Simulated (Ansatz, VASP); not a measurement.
# CdSe: VASP beside Ansatz

```
CELL_PARAMETERS angstrom
4.30208 0.00000 0.00000
-2.15104 3.72571 0.00000
0.00000 0.00000 7.02178
ATOMIC_POSITIONS crystal
Cd 0.33333 0.66667 0.00014
Cd 0.66667 0.33333 0.50014
Se 0.33333 0.66667 0.37586
Se 0.66667 0.33333 0.87586
```

Change from the starting cell: polar distortion scaled by 1.00.

Alike in both runs: task single point; functional PBEsol; k mesh 15 × 15 × 8; no spin polarisation.

|  | VASP | Ansatz |
| --- | --- | --- |
| version | VASP 6.6.1 | Ansatz 0.2.0 |
| potentials or method | VASP PAW PBE potentials, release 64 (Cd, Se), cutoff 520 eV | scalar-relativistic, plane waves, PAW |
| occupations | gaussian, width 0.01 eV | fixed |
| valence electrons in the cell | 36 | 72 |

VASP gave:

```
gap on the k mesh at the Fermi level (eV) : 0.54
least direct gap on the mesh (eV)         : 0.54
pressure (GPa)                            : 0.3
```

Problem. Estimate Ansatz's values.

Solution. gap on the k mesh at the Fermi level (eV): 0.54; least direct gap on the mesh (eV): 0.54; pressure (GPa): 0.0.

VASP's potentials were made for PBE, not for PBEsol, and Ansatz warns of the same on its side. VASP's potentials hold 36 valence electrons a cell and Ansatz's 72, so a difference there can come from the potentials and not from the codes.
